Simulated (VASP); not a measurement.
Set up this calculation in VASP 6.6.1, as the native input.

| Property | Result |
| --- | --- |
| Task | single point |
| Functional | r2SCAN |
| Potentials or basis | VASP PAW PBE potentials, release 64 (Ag, Br) |
| Cutoff | 550 eV |
| k mesh | 6 × 6 × 6 |
| Occupations | fermi-dirac, width 0.02 eV |
| Spin | no spin polarisation |
| Dipole correction | no |
| Further INCAR settings | ALGO = Normal; EDIFF = 1e-06; NBANDS = 16 |

AgBr:

```
Ag Br
1.0
     0.00000    2.87969    2.87969
     2.87969    0.00000    2.87969
     2.87969    2.87969    0.00000
Ag Br
1 1
Direct
  0.00000 0.00000 0.00000
  0.50000 0.50000 0.50000
```

These files were run (other wordings do the same):

POSCAR

```
AgBr
1.0
    0.0000000000      2.8796854521      2.8796854521
    2.8796854521      0.0000000000      2.8796854521
    2.8796854521      2.8796854521      0.0000000000
Ag Br
1 1
Direct
    0.0000000000      0.0000000000      0.0000000000
    0.5000000000      0.5000000000      0.5000000000
```

INCAR.step1

```
PREC     = Accurate       # precision mode
ENCUT    = 550            # plane-wave cutoff, eV
ISMEAR   = -1             # smearing method
SIGMA    = 0.02           # smearing width, eV
LREAL    = F              # projectors in reciprocal space
LASPH    = T              # aspherical terms in the spheres
NELM     = 120            # most SCF steps
NBANDS   = 16             # bands
GGA      = PE             # functional
ALGO     = Normal         # electronic algorithm
EDIFF    = 1E-5           # SCF threshold, eV
LWAVE    = T              # write WAVECAR
LCHARG   = F              # write CHGCAR
GGA_COMPAT= F
```

INCAR.step2

```
PREC     = Accurate       # precision mode
ENCUT    = 550            # plane-wave cutoff, eV
EDIFF    = 1E-6           # SCF threshold, eV
ISMEAR   = -1             # smearing method
SIGMA    = 0.02           # smearing width, eV
LREAL    = F              # projectors in reciprocal space
LASPH    = T              # aspherical terms in the spheres
NELM     = 120            # most SCF steps
ALGO     = Normal         # electronic algorithm
ISIF     = 2              # what is computed and relaxed
LWAVE    = F              # write WAVECAR
LCHARG   = T              # write CHGCAR
METAGGA  = R2SCAN         # meta-GGA
LMIXTAU  = T            
LELF     = T              # ELF
LVHAR    = T            
NBANDS   = 16             # bands
ISTART   = 1            
GGA_COMPAT= F
```

KPOINTS

```
regular mesh
0
Gamma
  6 6 6
```

Potentials or basis: VASP PAW PBE potentials, release 64 (Ag, Br).

Run with:

```console
$ cat potpaw_PBE.64/Ag/POTCAR potpaw_PBE.64/Br/POTCAR > POTCAR
$ cp INCAR.step1 INCAR
$ mpirun -np 1 vasp_std > vasp.out
$ cp INCAR.step2 INCAR
$ mpirun -np 1 vasp_std > vasp.out
```

It gave:

```yaml
Pressure: 0.6 GPa
Band_gap_on_the_k_mesh: 1.25 eV, indirect (least direct gap 3.24 eV)
```

Caveat: the PAW data sets were made with another functional, which shifts forces and pressure a little.

Run time: 45 s on 1 thread of AMD EPYC 7R13 Processor (Zen 3), on a shared host, peak memory 0.16 GiB.
